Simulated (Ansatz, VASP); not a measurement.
**One calculation of Pb, two programs**

POSCAR

```
Pb
1.0
   -2.0058467656      2.0058467656      2.0058467656
    2.0058467656     -2.0058467656      2.0058467656
    2.0058467656      2.0058467656     -2.0058467656
Pb
1
Direct
    0.0000000000      0.0000000000      0.0000000000
```

INCAR.step1

```
ALGO = Normal ; EDIFF = 1E-4
ENCUT = 520 ; GGA = PE
ISMEAR = -1 ; LASPH = T
LCHARG = F ; LREAL = F
LWAVE = T ; NBANDS = 13
NELM = 80 ; PREC = Accurate
SIGMA = 0.1
```

File INCAR.step2:

```
ALGO = Normal ; EDIFF = 1E-6
ENCUT = 520 ; ISIF = 2
ISMEAR = -1 ; ISTART = 1
LASPH = T ; LCHARG = F
LMIXTAU = T ; LREAL = F
LWAVE = F ; METAGGA = R2SCAN
NBANDS = 13 ; NELM = 80
PREC = Accurate ; SIGMA = 0.1
```

Contents of KPOINTS:

```
k-points
0
Gamma
  13 13 13
```

Input for Ansatz:

```yaml
crystal:
  lattice:
    - [-2.0058467656, 2.0058467656, 2.0058467656]
    - [2.0058467656, -2.0058467656, 2.0058467656]
    - [2.0058467656, 2.0058467656, -2.0058467656]
  atoms:
    - { symbol: Pb, position: [0.0, 0.0, 0.0] }
hamiltonian:
  xc: r2scan
  pseudopotentials:
    kind: paw
    azcp:
      Pb: "pseudopotentials/Pb.paw.azcp"
basis:
  ecutwfc: 500
  fft_grid_basis: typed
kpoints:
  mp_grid: { grid: [13, 13, 13], shift: [0, 0, 0] }
magnetization:
  spin_polarized: false
scf:
  occupations: { method: fermi_dirac, width: 0.1 }
  lower_state_search: "off"
output:
  stress: true
```

Alike in both runs: task single point; functional r2SCAN; k mesh 13 × 13 × 13; occupations fermi-dirac, width 0.1 eV; no spin polarisation.

|  | VASP | Ansatz |
| --- | --- | --- |
| version | VASP 6.6.1 | Ansatz 0.2.0 |
| potentials or method | VASP PAW PBE potentials, release 64 (Pb_d), cutoff 520 eV | plane waves (500 eV) with PAW, scalar-relativistic |
| valence electrons in the cell | 14 | 14 |

|  | VASP | Ansatz | Ansatz less VASP |
| --- | --- | --- | --- |
| pressure (GPa) | -1.6 | -1.6 | +0.02 |

VASP's potentials were made for PBE, not for r2SCAN.

Spin-orbit coupling is off throughout.
